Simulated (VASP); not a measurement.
Set up this calculation in VASP 6.6.1, as the native input.

```yaml
Task: single point
Functional: r2SCAN
Potentials_or_basis: VASP PAW PBE potentials, release 64 (Al, Pt)
Cutoff: 520 eV
k_mesh: 16 × 16 × 16
Occupations: gaussian, width 0.15 eV
Spin: no spin polarisation
Dipole_correction: no
Further_INCAR_settings: ALGO = Normal; EDIFF = 1e-07; NBANDS = 14
```

The system is AlPt.

```
Al Pt
1.0
     3.09155    0.00000    0.00000
     0.00000    3.09155    0.00000
     0.00000    0.00000    3.09155
Al Pt
1 1
Direct
  0.00000 0.00000 0.00000
  0.50000 0.50000 0.50000
```

These files were run (other wordings do the same):

POSCAR

```
AlPt
1.0
    3.0915460000      0.0000000000      0.0000000000
    0.0000000000      3.0915460000      0.0000000000
    0.0000000000      0.0000000000      3.0915460000
Al Pt
1 1
Direct
    0.0000000000      0.0000000000      0.0000000000
    0.5000000000      0.5000000000      0.5000000000
```

INCAR.step1

```
SYSTEM = AlPt
ALGO     = Normal         ! electronic algorithm
EDIFF    = 1E-4           ! SCF threshold, eV
ENCUT    = 520            ! plane-wave cutoff, eV
GGA      = PE             ! functional
ISMEAR   = 0              ! smearing method
LASPH    = .TRUE.         ! aspherical terms in the spheres
LCHARG   = .FALSE.        ! write CHGCAR
LREAL    = .FALSE.        ! projectors in reciprocal space
LWAVE    = .TRUE.         ! write WAVECAR
NBANDS   = 14             ! bands
NELM     = 100            ! most SCF steps
PREC     = Accurate       ! precision mode
SIGMA    = 0.15           ! smearing width, eV
```

INCAR.step2

```
SYSTEM = AlPt
ALGO     = Normal         ! electronic algorithm
EDIFF    = 1E-7           ! SCF threshold, eV
ENCUT    = 520            ! plane-wave cutoff, eV
ISIF     = 2              ! what is computed and relaxed
ISMEAR   = 0              ! smearing method
ISTART   = 1            
LASPH    = .TRUE.         ! aspherical terms in the spheres
LCHARG   = .FALSE.        ! write CHGCAR
LMIXTAU  = .TRUE.       
LREAL    = .FALSE.        ! projectors in reciprocal space
LWAVE    = .FALSE.        ! write WAVECAR
METAGGA  = R2SCAN         ! meta-GGA
NBANDS   = 14             ! bands
NELM     = 100            ! most SCF steps
PREC     = Accurate       ! precision mode
SIGMA    = 0.15           ! smearing width, eV
```

KPOINTS

```
k-points
0
G
  16 16 16
  0 0 0
```

Potentials or basis: VASP PAW PBE potentials, release 64 (Al, Pt).

Command:

```console
$ cat potpaw_PBE.64/Al/POTCAR potpaw_PBE.64/Pt/POTCAR > POTCAR
$ cp INCAR.step1 INCAR
$ mpirun -np 1 vasp_std > vasp.out
$ cp INCAR.step2 INCAR
$ mpirun -np 1 vasp_std > vasp.out
```

Results of the run:

```json
{
 "Pressure": "-4.9 GPa",
 "Band gap on the k mesh": "zero (an odd number of electrons rules out a gap without spin polarisation)"
}
```

Caveat: the cell stands under tension; the PAW data sets were made with another functional, which shifts forces and pressure a little; spin-orbit coupling is left out, which moves the levels of the heavy elements.

It took 2.9 min on 1 thread of Intel Xeon 8259CL, on a shared host, peak memory 0.2 GiB.
